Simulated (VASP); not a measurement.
AgCl:

```
Ag Cl
1.0
     4.57036    0.00000    0.00000
    -2.28518    3.95805    0.00000
     0.00000    0.00000    5.78659
Ag Cl
2 2
Direct
  0.33333 0.66667 0.93778
  0.66667 0.33333 0.43778
  0.33333 0.66667 0.43722
  0.66667 0.33333 0.93722
```

This cell differs from its parent crystal: strain +1.1%.

Base run:

```yaml
Program: VASP 6.6.1
Functional: r2SCAN
Potentials_or_basis: VASP PAW PBE potentials, release 64 (Ag, Cl)
Cutoff: 520 eV
k_mesh: 6 × 6 × 4
Occupations: gaussian, width 0.01 eV
Spin: no spin polarisation
```

Its results: band gap on the k mesh 1.79 eV, indirect (least direct gap 1.80 eV); pressure -1.3 GPa.

Q: The run is repeated on the same cell with these changes: functional from r2SCAN to PBE; occupations from gaussian, width 0.01 eV to fermi-dirac, width 0.02 eV. What comes out?

A: Band gap on the k mesh 1.38 eV, indirect (least direct gap 1.41 eV); pressure -0.1 GPa.

Caveats: the PAW data sets were made with another functional, which shifts forces and pressure a little (some runs).

A k mesh can miss the band edges.
